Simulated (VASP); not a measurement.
# Hf (P1) in VASP: relaxation of cell and atoms with PBE

Aim: the relaxation of cell and atoms of Hf with PBE.

Program: VASP 6.6.1. These are calculated values, not measurements. Logs are shortened: lines on timing, memory, paths and dates and some standing lists are left out, and cuts for length are marked.

## (1) The cell of the first run

The typed cell holds 4 atoms: a = 3.180 Å, b = 5.483 Å, c = 5.528 Å, α = 110.50°, β = 90.67°, γ = 90.07°.

## (2) Relaxation of cell and atoms, PBE

The input, INCAR:

```
PREC     = Accurate       # precision mode
ENCUT    = 600            # plane-wave cutoff, eV
EDIFF    = 1E-6           # SCF threshold, eV
ISMEAR   = 0              # smearing method
SIGMA    = 0.2            # smearing width, eV
LREAL    = F              # projectors in reciprocal space
LASPH    = T              # aspherical terms in the spheres
NELM     = 60             # most SCF steps
ALGO     = Fast           # electronic algorithm
ISIF     = 3              # what is computed and relaxed
LWAVE    = F              # write WAVECAR
LCHARG   = F              # write CHGCAR
GGA      = PE             # functional
IBRION   = 2              # ionic algorithm
NSW      = 80             # ionic steps
EDIFFG   = -0.025         # ionic threshold
```

The input, KPOINTS:

```
regular mesh
0
Gamma
  8 4 4
```

The input, POSCAR:

```
Hf
1.0
   -1.5915335320      1.6058640140     -2.2357608225
    4.7501530856      1.6279990989     -2.2028197554
   -1.6136686169     -4.8031811861     -2.2099172154
Hf
4
Direct
    0.0023010997      0.0132607802      0.0170801373
    0.4899173444      0.4967562117      0.9904977297
   -0.0113130627      0.4823433871      0.5037615523
    0.5190946186      0.0076396210      0.4886605807
```

Potentials or basis: VASP PAW PBE potentials, release 64 (Hf_pv).

Run with:

```sh
$ cat potpaw_PBE.64/Hf_pv/POTCAR > POTCAR
$ mpirun -np 1 vasp_std > vasp.out
```

OUTCAR:

```text
PREC = Accurate
   ENCUT = 600
   EDIFF = 1E-6
   ISMEAR = 0
   LREAL = F
   LASPH = T
   NELM = 60
   ISIF = 3
   GGA = PE
   IBRION = 2
   NSW = 80
   EDIFFG = -0.025

 ion  position               nearest neighbor table
   1  0.002  0.013  0.017-   3 3.00   4 3.05   4 3.07   2 3.12   2 3.16   2 3.19   2 3.22   4 3.28
                             3 3.28   4 3.36
   2  0.490  0.497  0.990-   3 3.09   4 3.11   3 3.12   1 3.12   1 3.16   4 3.17   1 3.19   1 3.22
                             3 3.26   3 3.30
   3  0.989  0.482  0.504-   4 2.97   1 3.00   4 3.08   2 3.09   2 3.12   2 3.26   4 3.27   1 3.28
                             2 3.30   4 3.36
   4  0.519  0.008  0.489-   3 2.97   1 3.05   1 3.07   3 3.08   2 3.11   2 3.17   3 3.27   1 3.28
                             1 3.36   3 3.36

  LATTYP: Found a triclinic cell.
 ALAT       =     6.2762698861
 B/A-ratio  =     0.8736583556
 C/A-ratio  =     0.5066203830
 COS(alpha) =     0.0011875180
 COS(beta)  =     0.0112697937
 COS(gamma) =     0.5651658483

  Lattice vectors:

 A1 = (   3.1364844687,  -3.1751820872,  -4.4127369708)
 A2 = (   4.7501530856,   1.6279990989,  -2.2028197554)
 A3 = (   1.5915335320,  -1.6058640140,   2.2357608225)

Analysis of symmetry for initial positions (statically):
=====================================================================
 Subroutine PRICEL returns:
 Original cell was already a primitive cell.

 Routine SETGRP: Setting up the symmetry group for a
 triclinic supercell.

 Subroutine GETGRP returns: Found  1 space group operations
 (whereof  1 operations were pure point group operations)
 out of a pool of  2 trial point group operations.

The static configuration has the point symmetry C_1 .

Analysis of symmetry for dynamics (positions and initial velocities):
=====================================================================
 Subroutine PRICEL returns:
 Original cell was already a primitive cell.

 Routine SETGRP: Setting up the symmetry group for a
 triclinic supercell.

 Subroutine GETGRP returns: Found  1 space group operations
 (whereof  1 operations were pure point group operations)
 out of a pool of  2 trial point group operations.

The dynamic configuration has the point symmetry C_1 .

 Subroutine INISYM returns: Found  1 space group operations
 (whereof  1 operations are pure point group operations),
 and found     1 'primitive' translations

----------------------------------------------------------------------------------------

                                     Primitive cell

  volume of cell :      90.2682

  direct lattice vectors                    reciprocal lattice vectors
    -1.591533532  1.605864014 -2.235760823    -0.157068372  0.155670101 -0.223653354
     4.750153086  1.627999099 -2.202819755     0.158279265 -0.001003894 -0.113392663
    -1.613668617 -4.803181186 -2.209917215     0.001134260 -0.156489896 -0.113208310

  length of vectors
     3.179686253  5.483315628  5.527948083     0.314522617  0.194708063  0.193148895

  position of ions in fractional coordinates (direct lattice)
     0.002301100  0.013260780  0.017080137
     0.489917344  0.496756212  0.990497730
     0.988686937  0.482343387  0.503761552
     0.519094619  0.007639621  0.488660581

  ion indices of the primitive-cell ions
   primitive index   ion index
                 1           1
                 2           2
                 3           3
                 4           4

----------------------------------------------------------------------------------------

 KPOINTS: regular mesh

Automatic generation of k-mesh.
 Grid dimensions read from file:
 generate k-points for:    8    4    4

 Generating k-lattice:

  Cartesian coordinates                     Fractional coordinates (reciprocal lattice)
    -0.019633546  0.019458763 -0.027956669     0.125000000  0.000000000 -0.000000000
     0.039569816 -0.000250973 -0.028348166     0.000000000  0.250000000  0.000000000
     0.000283565 -0.039122474 -0.028302078     0.000000000  0.000000000  0.250000000

  Length of vectors
     0.039315327  0.048677016  0.048287224

  Shift w.r.t. Gamma in fractional coordinates (k-lattice)
     0.000000000  0.000000000  0.000000000

 Subroutine IBZKPT returns following result:
 ===========================================

 Found     68 irreducible k-points:

 Following reciprocal coordinates:
            Coordinates               Weight
  0.000000  0.000000  0.000000      1.000000
  0.125000  0.000000  0.000000      2.000000
  0.250000  0.000000  0.000000      2.000000
  0.375000  0.000000 -0.000000      2.000000
  0.500000  0.000000  0.000000      1.000000
 -0.000000  0.250000  0.000000      2.000000
[... 16 lines left out ...]
  0.500000  0.000000  0.250000      2.000000
 -0.375000 -0.000000  0.250000      2.000000
 [... further k-points ...]
   k-points           NKPTS =     68   k-points in BZ     NKDIM =     68   number of bands    NBANDS=     24
   number of dos      NEDOS =    301   number of ions     NIONS =      4
   total plane-waves  NPLWV =  64512
   dimension x,y,z NGX =    28 NGY =   48 NGZ =   48
   dimension x,y,z NGXF=    56 NGYF=   96 NGZF=   96
   ions per type =               4
   NGX,Y,Z   is equivalent  to a cutoff of  14.64, 14.55, 14.44 a.u.
   NGXF,Y,Z  is equivalent  to a cutoff of  29.28, 29.11, 28.87 a.u.
 SYSTEM =  unknown system
   PREC   = accura    normal or accurate (medium, high low for compatibility)
   ISTART =      0    job   : 0-new  1-cont  2-samecut
   ICHARG =      2    charge: 1-file 2-atom 10-const
   ISPIN  =      1    spin polarized calculation?
   LNONCOLLINEAR =      F non collinear calculations
   LSORBIT =      F    spin-orbit coupling
   LASPH  =      T    aspherical Exc in radial PAW
   ENCUT  =  600.0 eV  44.10 Ry    6.64 a.u.   6.35 10.95 11.04*2*pi/ulx,y,z
   NELM   =     60;   NELMIN=  2; NELMDL= -5     # of ELM steps
   EDIFF  = 0.1E-05   stopping-criterion for ELM
   LREAL  =      F    real-space projection
   EDIFFG = -.3E-01   stopping-criterion for IOM
   NSW    =     80    number of steps for IOM
   IBRION =      2    ionic relax: 0-MD 1-quasi-New 2-CG
   NFREE  =      1    steps in history (QN), initial steepest desc. (CG)
   ISIF   =      3    stress and relaxation
   ISYM   =      2    0-nonsym 1-usesym 2-fastsym
   POTIM  = 0.5000    time-step for ionic-motion
   TEBEG  =    0.0;   TEEND  =   0.0 temperature during run
   PSTRESS=    0.0 pullay stress
   NELECT =      40.0000    total number of electrons
   NUPDOWN=      -1.0000    fix difference up-down
   EMIN   =  10.00;   EMAX   =-10.00  energy-range for DOS
   EFERMI =   0.00;   METHOD = LEGACY
   ISMEAR =     0;   SIGMA  =   0.20  broadening in eV -4-tet -1-fermi 0-gaus
   EFERMI_NEDOS =   21; number of points for ismear=-14 and -15
   IALGO  =     68    algorithm
   IMIX   =      4    mixing-type and parameters
     AMIX     =   0.40;   BMIX     =  1.00
     AMIX_MAG =   1.60;   BMIX_MAG =  1.00
  volume/ion in A,a.u.               =      22.57       152.29
  Fermi-wavevector in a.u.,A,eV,Ry     =   1.248101  2.358569 21.194569  1.557757
  Thomas-Fermi vector in A             =   2.382203
   LORBIT       =      0    0 simple, 1 ext, 2 COOP (PROOUT), +10 PAW based schemes
   GGA     = PE    functional components
   LHFCALC =     F    Hartree Fock is set to
   AEXX    =    0.0000 exact exchange contribution
   IVDW    =     0    specifies the selected vdW correction
   LEPSILON=     F    determine dielectric tensor
   LRPA    =     F    only Hartree local field effects (RPA)
 conjugate gradient relaxation of ions
 non-spin polarized calculation
 RMM-DIIS sequential band-by-band and
 Gauss-broadening in eV      SIGMA  =   0.20
  energy-cutoff  :      600.00
  volume of cell :       90.27
 maximum number of plane-waves:      3033
 NGX is ok and might be reduce to    28
   NGX = 13   NGY = 21   NGZ = 23

--------------------------------------- Ionic step        1  -------------------------------------------

 number of electron      40.0000001 magnetization

 Free energy of the ion-electron system (eV)
  ---------------------------------------------------
  ext. energy  EPLUGINS =         0.00000000
  ---------------------------------------------------
  free energy    TOTEN  =       -39.33372827 eV

  energy without entropy =      -39.20309181  energy(sigma->0) =      -39.26841004

------------------------ aborting loop because EDIFF is reached ----------------------------------------

  FORCE on cell =-STRESS in cart. coord.  units (eV):
  Direction    XX          YY          ZZ          XY          YZ          ZX
  --------------------------------------------------------------------------------------
  -------------------------------------------------------------------------------------
  Total        0.3973175      0.2164317      0.7296434      0.0585627      0.3382870     -0.6990157
  in kB        7.0520159      3.8414619     12.9504915      1.0394330      6.0042798    -12.4068794
  external PRESSURE =       7.9479898 kB  Pullay stress =       0.0000000 kB
[... 95 lines left out ...]
  FREE ENERGIE OF THE ION-ELECTRON SYSTEM (eV)
  ---------------------------------------------------
  free  energy   TOTEN  =       -39.3937562142 eV

  energy  without entropy=      -39.2574998818  energy(sigma->0) =      -39.32562805

[... ionic steps 4 to 17 ...]

--------------------------------------- Ionic step       18  -------------------------------------------

 number of electron      39.9999996 magnetization

------------------------ aborting loop because EDIFF is reached ----------------------------------------
[... 71 lines left out ...]
--------------------------------------- Ionic step       20  -------------------------------------------

 number of electron      39.9999995 magnetization

 Free energy of the ion-electron system (eV)
  ---------------------------------------------------
  ext. energy  EPLUGINS =         0.00000000
  ---------------------------------------------------
  free energy    TOTEN  =       -39.44175927 eV

  energy without entropy =      -39.30186409  energy(sigma->0) =      -39.37181168

 E-fermi :   4.7028     XC(G=0): -11.2652

 val. band max:        4.7004950860   @ k =   0.3750   0.0000  -0.0000
 cond. band min:       4.7352865817   @ k =   0.1250   0.0000   0.0000
 fundamental gap:      0.0347914957
 Fermi energy:         4.7027585866

 k-point     1 :       0.0000    0.0000    0.0000
  band No.  band energies     occupation
      1     -26.1217      2.00000
      2     -26.1212      2.00000
      3     -26.0732      2.00000
      4     -25.6163      2.00000
      5     -25.5999      2.00000
      6     -25.4316      2.00000
[... 637 lines left out ...]
     23       4.9822      0.04812
     24       5.6223      0.00000

 [... further k-points ...]

------------------------ aborting loop because EDIFF is reached ----------------------------------------

  FORCE on cell =-STRESS in cart. coord.  units (eV):
  Direction    XX          YY          ZZ          XY          YZ          ZX
  --------------------------------------------------------------------------------------
  -------------------------------------------------------------------------------------
  Total        0.0672540      0.0734622      0.0493692     -0.0125042      0.0134568     -0.0008262
  in kB        1.1986359      1.3092809      0.8798839     -0.2228563      0.2398346     -0.0147251
  external PRESSURE =       1.1292669 kB  Pullay stress =       0.0000000 kB
[... 19 lines left out ...]
  FREE ENERGIE OF THE ION-ELECTRON SYSTEM (eV)
  ---------------------------------------------------
  free  energy   TOTEN  =       -39.4417592697 eV

  energy  without entropy=      -39.3018640910  energy(sigma->0) =      -39.37181168

 reached required accuracy - stopping structural energy minimisation
```

It took 25 min on 1 thread of Intel Xeon Platinum 8488C (Sapphire Rapids), shared host; peak memory 0.36 GiB.

Results:

| Item | Value |
| --- | --- |
| Free energy | -39.4418 eV |
| Relaxed volume | 22.47 Å³/atom |
| Relaxed cell | a = 3.158 Å, b = 5.495 Å, c = 5.493 Å, α = 109.45°, β = 89.98°, γ = 89.98° |
| Space group after relaxing (to 0.05 Å) | Fm-3m (No. 225) |
| Energy gained by relaxing | 27.0 meV/atom |
| Ionic steps | 20 |
| Pressure after relaxing | 0.1 GPa |
| Largest force after relaxing | 0.014 eV/Å |

Forces on the atoms (eV/Å):
```
Hf  -0.004 -0.013 -0.002
Hf   0.000  0.012  0.001
Hf  -0.009 -0.006  0.000
Hf   0.013  0.007  0.001
```

Step by step:
```tsv
step	energy change (eV)	largest force (eV/Å)	pressure (GPa)	volume (Å³)
1	0.0000	0.6568	0.79	90.27
2	-0.0544	0.3655	-1.40	91.73
3	-0.0600	0.2724	-2.19	92.35
4	-0.0930	0.1597	-0.18	90.22
5	-0.0948	0.1334	0.42	89.64
6	-0.1021	0.1082	0.27	89.75
7	-0.1045	0.1053	0.12	89.87
8	-0.1057	0.0797	-0.13	90.08
9	-0.1062	0.0507	-0.41	90.34
10	-0.1068	0.0387	-0.27	90.20
11	-0.1073	0.0349	-0.03	89.99
12	-0.1074	0.0369	-0.02	89.91
13	-0.1073	0.0393	0.07	89.86
14	-0.1074	0.0389	0.11	89.89
15	-0.1074	0.0381	0.08	89.90
16	-0.1075	0.0357	0.07	89.92
17	-0.1077	0.0345	-0.01	89.97
18	-0.1078	0.0344	-0.02	90.00
19	-0.1079	0.0256	-0.04	89.97
20	-0.1080	0.0145	0.11	89.90
```

Final structure:
```
CELL_PARAMETERS angstrom
-1.57859 1.57884 -2.23365
4.75843 1.58559 -2.24511
-1.58587 -4.75687 -2.24381
ATOMIC_POSITIONS crystal
Hf 0.00043 0.99997 0.99953
Hf 0.49918 0.50030 0.00035
Hf 0.99968 0.50011 0.50007
Hf 0.50071 0.99961 0.50005
```

Levels at points of the mesh, in eV from the Fermi level:
```csv
k point,band 17,band 18,band 19,band 20,band 21,band 22,band 23,band 24
"(0.00, 0.00, 0.00)",-2.10,0.55,0.55,1.15,1.16,1.24,1.24,1.39
"(0.50, 0.00, 0.00)",-0.40,-0.40,-0.37,-0.37,-0.36,-0.36,-0.02,-0.01
"(0.00, 0.50, 0.00)",-1.15,-1.14,0.11,0.13,0.37,0.38,1.72,1.73
"(0.50, 0.50, 0.00)",-1.14,-1.14,-1.13,-1.13,0.39,0.39,0.39,0.39
"(0.00, 0.00, 0.50)",-1.15,-1.14,0.12,0.12,0.37,0.38,1.72,1.72
"(0.50, 0.00, 0.50)",-1.15,-1.14,-1.13,-1.13,0.38,0.39,0.39,0.40
"(0.00, 0.50, 0.50)",-0.73,-0.72,-0.36,-0.35,-0.05,-0.04,1.43,1.45
"(0.50, 0.50, 0.50)",-2.11,-2.11,0.59,0.59,1.16,1.16,1.19,1.19
```

Caveat: the bands computed are all filled at some k points, so no gap is given; spin-orbit coupling is left out, which moves the levels of the heavy elements.
